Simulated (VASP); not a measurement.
# AlGa3N4 (P-43m) in VASP: notebook

AlGa3N4 is run at these levels: LDA; tasks: single point.

Everything below comes from runs of VASP 6.6.1. Logs are shortened: lines on timing, memory, paths and dates and some standing lists are left out, and cuts for length are marked.

## Step 1: The cell of the first run

Symmetry: P-43m, No. 215, cubic system. Conventional cell: a = 4.427 Å, b = 4.427 Å, c = 4.427 Å, α = 90.00°, β = 90.00°, γ = 90.00°. Within 2.5 Å of Al (site symmetry -43m) lie 4 N at 1.88 Å. Within 2.6 Å of Ga (site symmetry -42m) lie 4 N at 1.93 Å. N (site symmetry 3m) has 1 Al at 1.88 Å and 3 Ga at 1.93 Å within 2.5 Å.

## Step 2: Single point, LDA

Input file INCAR:

```
ALGO = Normal
EDIFF = 1E-6
ENCUT = 910
GGA_COMPAT = False
ISIF = 2
ISMEAR = 0
LASPH = True
LCHARG = True
LELF = True
LREAL = False
LVHAR = True
LWAVE = False
NBANDS = 41
NELM = 120
PREC = Accurate
SIGMA = 0.02
```

Input file KPOINTS:

```
k-points
0
Gamma
  6 6 6
```

Input file POSCAR:

```
AlGa3N4
1.0
    4.4270176732      0.0000000000      0.0000000000
    0.0000000000      4.4270176732      0.0000000000
    0.0000000000      0.0000000000      4.4270176732
Al Ga N
1 3 4
Direct
    0.0000000000      0.0000000000      0.0000000000
    0.5000000000      0.5000000000      0.0000000000
    0.5000000000      0.0000000000      0.5000000000
    0.0000000000      0.5000000000      0.5000000000
    0.7548139551      0.7548139551      0.2451860449
    0.7548139551      0.2451860449      0.7548139551
    0.2451860449      0.7548139551      0.7548139551
    0.2451860449      0.2451860449      0.2451860449
```

Potentials or basis: VASP PAW LDA potentials, release 64 (Al, Ga_d, N_h).

Command:

```
$ cat potpaw_LDA.64/Al/POTCAR potpaw_LDA.64/Ga_d/POTCAR potpaw_LDA.64/N_h/POTCAR > POTCAR
$ mpirun -np 1 vasp_std > vasp.out
```

OUTCAR:

```text
EDIFF = 1E-6
   ENCUT = 910
   ISIF = 2
   ISMEAR = 0
   LASPH = True
   LREAL = False
   NELM = 120
   PREC = Accurate

 ion  position               nearest neighbor table
   1  0.000  0.000  0.000-   5 1.88   6 1.88   7 1.88   8 1.88   3 3.13   4 3.13   2 3.13   3 3.13
                             4 3.13   2 3.13   4 3.13   4 3.13   2 3.13   3 3.13   3 3.13   2 3.13
   2  0.500  0.500  0.000-   5 1.93   6 1.93   7 1.93   8 1.93   1 3.13   1 3.13   1 3.13   1 3.13

   3  0.500  0.000  0.500-   5 1.93   6 1.93   7 1.93   8 1.93   1 3.13   1 3.13   1 3.13   1 3.13

   4  0.000  0.500  0.500-   5 1.93   6 1.93   7 1.93   8 1.93   1 3.13   1 3.13   1 3.13   1 3.13

   5  0.755  0.755  0.245-   1 1.88   2 1.93   3 1.93   4 1.93
   6  0.755  0.245  0.755-   1 1.88   2 1.93   3 1.93   4 1.93
   7  0.245  0.755  0.755-   1 1.88   2 1.93   3 1.93   4 1.93
   8  0.245  0.245  0.245-   1 1.88   2 1.93   3 1.93   4 1.93

  LATTYP: Found a simple cubic cell.
 ALAT       =     4.4270176732

  Lattice vectors:

 A1 = (   4.4270176732,   0.0000000000,   0.0000000000)
 A2 = (   0.0000000000,   4.4270176732,   0.0000000000)
 A3 = (   0.0000000000,   0.0000000000,   4.4270176732)

Analysis of symmetry for initial positions (statically):
=====================================================================
 Subroutine PRICEL returns:
 Original cell was already a primitive cell.

 Routine SETGRP: Setting up the symmetry group for a
 simple cubic supercell.

 Subroutine GETGRP returns: Found 24 space group operations
 (whereof 24 operations were pure point group operations)
 out of a pool of 48 trial point group operations.

The static configuration has the point symmetry T_d .

Analysis of symmetry for dynamics (positions and initial velocities):
=====================================================================
 Subroutine PRICEL returns:
 Original cell was already a primitive cell.

 Routine SETGRP: Setting up the symmetry group for a
 simple cubic supercell.

 Subroutine GETGRP returns: Found 24 space group operations
 (whereof 24 operations were pure point group operations)
 out of a pool of 48 trial point group operations.

The dynamic configuration has the point symmetry T_d .

 Subroutine INISYM returns: Found 24 space group operations
 (whereof 24 operations are pure point group operations),
 and found     1 'primitive' translations

----------------------------------------------------------------------------------------

                                     Primitive cell

  volume of cell :      86.7628

  direct lattice vectors                    reciprocal lattice vectors
     4.427017673  0.000000000  0.000000000     0.225885703  0.000000000  0.000000000
     0.000000000  4.427017673  0.000000000     0.000000000  0.225885703  0.000000000
     0.000000000  0.000000000  4.427017673     0.000000000  0.000000000  0.225885703

  length of vectors
     4.427017673  4.427017673  4.427017673     0.225885703  0.225885703  0.225885703

  position of ions in fractional coordinates (direct lattice)
     0.000000000  0.000000000  0.000000000
     0.500000000  0.500000000  0.000000000
     0.500000000  0.000000000  0.500000000
     0.000000000  0.500000000  0.500000000
     0.754813955  0.754813955  0.245186045
     0.754813955  0.245186045  0.754813955
     0.245186045  0.754813955  0.754813955
     0.245186045  0.245186045  0.245186045

  ion indices of the primitive-cell ions
   primitive index   ion index
                 1           1
                 2           2
                 3           3
                 4           4
                 5           5
                 6           6
                 7           7
                 8           8

----------------------------------------------------------------------------------------

 KPOINTS: k-points

Automatic generation of k-mesh.
 Grid dimensions read from file:
 generate k-points for:    6    6    6

 Generating k-lattice:

  Cartesian coordinates                     Fractional coordinates (reciprocal lattice)
     0.037647617  0.000000000  0.000000000     0.166666667  0.000000000  0.000000000
     0.000000000  0.037647617  0.000000000     0.000000000  0.166666667  0.000000000
     0.000000000  0.000000000  0.037647617     0.000000000  0.000000000  0.166666667

  Length of vectors
     0.037647617  0.037647617  0.037647617

  Shift w.r.t. Gamma in fractional coordinates (k-lattice)
     0.000000000  0.000000000  0.000000000

 Subroutine IBZKPT returns following result:
 ===========================================

 Found     20 irreducible k-points:

 Following reciprocal coordinates:
            Coordinates               Weight
  0.000000  0.000000  0.000000      1.000000
  0.166667  0.000000  0.000000      6.000000
  0.333333  0.000000  0.000000      6.000000
  0.500000  0.000000  0.000000      3.000000
  0.166667  0.166667  0.000000     12.000000
  0.333333  0.166667  0.000000     24.000000
[... 12 lines left out ...]
  0.500000  0.500000  0.333333      6.000000
  0.500000  0.500000  0.500000      1.000000
   k-points           NKPTS =     20   k-points in BZ     NKDIM =     20   number of bands    NBANDS=     41
   number of dos      NEDOS =    301   number of ions     NIONS =      8
   total plane-waves  NPLWV = 110592
   dimension x,y,z NGX =    48 NGY =   48 NGZ =   48
   dimension x,y,z NGXF=    96 NGYF=   96 NGZF=   96
   ions per type =               1   3   4
   NGX,Y,Z   is equivalent  to a cutoff of  18.03, 18.03, 18.03 a.u.
   NGXF,Y,Z  is equivalent  to a cutoff of  36.05, 36.05, 36.05 a.u.
 SYSTEM =  unknown system
   PREC   = accura    normal or accurate (medium, high low for compatibility)
   ISTART =      0    job   : 0-new  1-cont  2-samecut
   ICHARG =      2    charge: 1-file 2-atom 10-const
   ISPIN  =      1    spin polarized calculation?
   LNONCOLLINEAR =      F non collinear calculations
   LSORBIT =      F    spin-orbit coupling
   LASPH  =      T    aspherical Exc in radial PAW
   ENCUT  =  910.0 eV  66.88 Ry    8.18 a.u.  10.89 10.89 10.89*2*pi/ulx,y,z
   NELM   =    120;   NELMIN=  2; NELMDL= -5     # of ELM steps
   EDIFF  = 0.1E-05   stopping-criterion for ELM
   LREAL  =      F    real-space projection
   EDIFFG = 0.1E-04   stopping-criterion for IOM
   NSW    =      0    number of steps for IOM
   IBRION =     -1    ionic relax: 0-MD 1-quasi-New 2-CG
   NFREE  =      0    steps in history (QN), initial steepest desc. (CG)
   ISIF   =      2    stress and relaxation
   ISYM   =      2    0-nonsym 1-usesym 2-fastsym
   POTIM  = 0.5000    time-step for ionic-motion
   TEBEG  =    0.0;   TEEND  =   0.0 temperature during run
   PSTRESS=    0.0 pullay stress
   NELECT =      62.0000    total number of electrons
   NUPDOWN=      -1.0000    fix difference up-down
   EMIN   =  10.00;   EMAX   =-10.00  energy-range for DOS
   EFERMI =   0.00;   METHOD = LEGACY
   ISMEAR =     0;   SIGMA  =   0.02  broadening in eV -4-tet -1-fermi 0-gaus
   EFERMI_NEDOS =   21; number of points for ismear=-14 and -15
   IALGO  =     38    algorithm
   IMIX   =      4    mixing-type and parameters
     AMIX     =   0.40;   BMIX     =  1.00
     AMIX_MAG =   1.60;   BMIX_MAG =  1.00
  volume/ion in A,a.u.               =      10.85        73.19
  Fermi-wavevector in a.u.,A,eV,Ry     =   1.463617  2.765835 29.146060  2.142175
  Thomas-Fermi vector in A             =   2.579691
   LORBIT       =      0    0 simple, 1 ext, 2 COOP (PROOUT), +10 PAW based schemes
   GGA     = CA    functional components
   LHFCALC =     F    Hartree Fock is set to
   AEXX    =    0.0000 exact exchange contribution
   IVDW    =     0    specifies the selected vdW correction
   LEPSILON=     F    determine dielectric tensor
   LRPA    =     F    only Hartree local field effects (RPA)
 non-spin polarized calculation
 Gauss-broadening in eV      SIGMA  =   0.02
  energy-cutoff  :      910.00
  volume of cell :       86.76
 maximum number of plane-waves:      5449
 NGX is ok and might be reduce to    48
   NGX = 21   NGY = 21   NGZ = 21

 number of electron      62.0000004 magnetization

 Free energy of the ion-electron system (eV)
  ---------------------------------------------------
  ext. energy  EPLUGINS =         0.00000000
  ---------------------------------------------------
  free energy    TOTEN  =       -58.20931866 eV

  energy without entropy =      -58.20931866  energy(sigma->0) =      -58.20931866

 E-fermi :   5.9004     XC(G=0): -12.0959

 val. band max:        5.8074078902   @ k =   0.0000   0.0000   0.0000
 cond. band min:       8.3794199661   @ k =   0.0000   0.0000   0.0000
 fundamental gap:      2.5720120759
 Fermi energy:         5.9004129132

 k-point     1 :       0.0000    0.0000    0.0000
  band No.  band energies     occupation
      1      -9.9717      2.00000
      2      -8.6786      2.00000
      3      -8.6786      2.00000
      4      -8.6786      2.00000
      5      -7.4775      2.00000
      6      -7.4503      2.00000
[... 33 lines left out ...]
     40      16.6676      0.00000
     41      16.6686      0.00000

 k-point     2 :       0.1667    0.0000    0.0000
  band No.  band energies     occupation
      1      -9.8536      2.00000
      2      -8.7115      2.00000
      3      -8.6797      2.00000
      4      -8.6797      2.00000
      5      -7.4706      2.00000
      6      -7.4471      2.00000
[... 33 lines left out ...]
     40      16.8897      0.00000
     41      16.8917      0.00000

 k-point     3 :       0.3333    0.0000    0.0000
  band No.  band energies     occupation
      1      -9.5373      2.00000
      2      -8.8397      2.00000
      3      -8.6818      2.00000
      4      -8.6818      2.00000
      5      -7.4378      2.00000
      6      -7.4314      2.00000
[... 699 lines left out ...]
      2      -8.8209      2.00000
      3      -8.8209      2.00000
      4      -8.8087      2.00000
      5      -7.4567      2.00000
      6      -7.4567      2.00000
[... 33 lines left out ...]
     40      16.0976      0.00000
     41      16.1847      0.00000

 k-point    20 :       0.5000    0.5000    0.5000
  band No.  band energies     occupation
      1      -9.0161      2.00000
      2      -8.8183      2.00000
      3      -8.8183      2.00000
      4      -8.8183      2.00000
      5      -7.4611      2.00000
      6      -7.4611      2.00000
[... 33 lines left out ...]
     40      15.7850      0.00000
     41      15.7850      0.00000

------------------------ aborting loop because EDIFF is reached ----------------------------------------

  FORCE on cell =-STRESS in cart. coord.  units (eV):
  Direction    XX          YY          ZZ          XY          YZ          ZX
  --------------------------------------------------------------------------------------
  -------------------------------------------------------------------------------------
  Total        0.4546272      0.4546272      0.4546272      0.0000000      0.0000000     -0.0000000
  in kB        8.3952224      8.3952224      8.3952224      0.0000000      0.0000000     -0.0000000
  external PRESSURE =       8.3952224 kB  Pullay stress =       0.0000000 kB

 VOLUME and BASIS-vectors are now :
 -----------------------------------------------------------------------------
  energy-cutoff  :      910.00
  volume of cell :       86.76
      direct lattice vectors                 reciprocal lattice vectors
     4.427017673  0.000000000  0.000000000     0.225885703  0.000000000  0.000000000
     0.000000000  4.427017673  0.000000000     0.000000000  0.225885703  0.000000000
     0.000000000  0.000000000  4.427017673     0.000000000  0.000000000  0.225885703

 POSITION                                       TOTAL-FORCE (eV/Angst)
 -----------------------------------------------------------------------------------
      0.00000      0.00000      0.00000        -0.000000     -0.000000     -0.000000
      2.21351      2.21351      0.00000        -0.000000      0.000000     -0.000000
      2.21351      0.00000      2.21351        -0.000000      0.000000     -0.000000
      0.00000      2.21351      2.21351        -0.000000     -0.000000     -0.000000
      3.34157      3.34157      1.08544         0.017129      0.017129     -0.017129
      3.34157      1.08544      3.34157         0.017129     -0.017129      0.017129
      1.08544      3.34157      3.34157        -0.017129      0.017129      0.017129
      1.08544      1.08544      1.08544        -0.017129     -0.017129     -0.017129
 -----------------------------------------------------------------------------------
    total drift:                                0.000000      0.000000     -0.000000

  FREE ENERGIE OF THE ION-ELECTRON SYSTEM (eV)
  ---------------------------------------------------
  free  energy   TOTEN  =       -58.2093186628 eV

  energy  without entropy=      -58.2093186628  energy(sigma->0) =      -58.20931866
```

Wall time 71 s (1 thread of Intel Xeon 6975P-C (Granite Rapids), shared host); peak memory 0.35 GiB.

What came out:

* Free energy: -58.2093 eV
* Pressure: 0.8 GPa
* Largest force: 0.030 eV/Å
* Band gap on the k mesh: 2.57 eV

Forces on the atoms (eV/Å):
```
Al   0.000  0.000  0.000
Ga   0.000  0.000  0.000
Ga   0.000  0.000  0.000
Ga   0.000  0.000  0.000
N    0.017  0.017 -0.017
N    0.017 -0.017  0.017
N   -0.017  0.017  0.017
N   -0.017 -0.017 -0.017
```

Caveat: the cutoff is under 1.25 times the usual one of these potentials, so pressure, stress and relaxed cells hold a basis-set (Pulay) error.

## Step 3: Single point, LDA (11.06 Å³/atom)

This run uses another cell than the first one, of 11.06 Å³/atom.

Input file INCAR:

```
SYSTEM = AlGa3N4
PREC = Accurate
ENCUT = 910
EDIFF = 1E-6
ISMEAR = 0
SIGMA = 0.01
LREAL = .FALSE.
LASPH = .TRUE.
NELM = 120
ALGO = Normal
ISIF = 2
LWAVE = .FALSE.
LCHARG = .FALSE.
GGA = CA
NBANDS = 41
GGA_COMPAT = .FALSE.
```

Input file KPOINTS:

```
regular mesh
0
G
  6 6 6
  0 0 0
```

Input file POSCAR:

```
AlGa3N4
1.0
    4.4562897485      0.0000000000      0.0000000000
    0.0000000000      4.4562897485      0.0000000000
    0.0000000000      0.0000000000      4.4562897485
Al Ga N
1 3 4
Direct
    0.0000000000      0.0000000000      0.0000000000
    0.5000000000      0.5000000000      0.0000000000
    0.5000000000      0.0000000000      0.5000000000
    0.0000000000      0.5000000000      0.5000000000
    0.7548013477      0.7548013477      0.2451986523
    0.7548013477      0.2451986523      0.7548013477
    0.2451986523      0.7548013477      0.7548013477
    0.2451986523      0.2451986523      0.2451986523
```

Potentials or basis: VASP PAW LDA potentials, release 64 (Al, Ga_d, N_h).

Command:

```
$ cat potpaw_LDA.64/Al/POTCAR potpaw_LDA.64/Ga_d/POTCAR potpaw_LDA.64/N_h/POTCAR > POTCAR
$ mpirun -np 1 vasp_std > vasp.out
```

Wall time 3.9 min (1 thread of AMD EPYC 7R43 (Zen 3), shared host); peak memory 0.32 GiB.

It converged, with:

```
Free energy            : -58.1988 eV
Pressure               : -3.1 GPa
Largest force          : 0.027 eV/Å
Band gap on the k mesh : 2.43 eV
```

Forces on the atoms (eV/Å):
```
Al   0.000  0.000  0.000
Ga   0.000  0.000  0.000
Ga   0.000  0.000  0.000
Ga   0.000  0.000  0.000
N    0.016  0.016 -0.016
N    0.016 -0.016  0.016
N   -0.016  0.016  0.016
N   -0.016 -0.016 -0.016
```

Levels at points of the mesh, in eV from the valence-band top:
| k point | band 29 | band 30 | band 31 | band 32 | band 33 | band 34 |
| --- | --- | --- | --- | --- | --- | --- |
| (0.00, 0.00, 0.00) | 0.00 | 0.00 | 0.00 | 2.43 | 3.36 | 3.36 |
| (0.50, 0.00, 0.00) | -1.50 | -1.21 | -1.21 | 4.90 | 4.98 | 6.16 |
| (0.50, 0.50, 0.00) | -0.95 | -0.95 | -0.65 | 6.70 | 6.86 | 6.86 |
| (0.50, 0.50, 0.50) | -0.70 | -0.70 | -0.70 | 4.97 | 4.97 | 4.97 |

Caveat: the cutoff is under 1.25 times the usual one of these potentials, so pressure, stress and relaxed cells hold a basis-set (Pulay) error; the cell stands under tension.
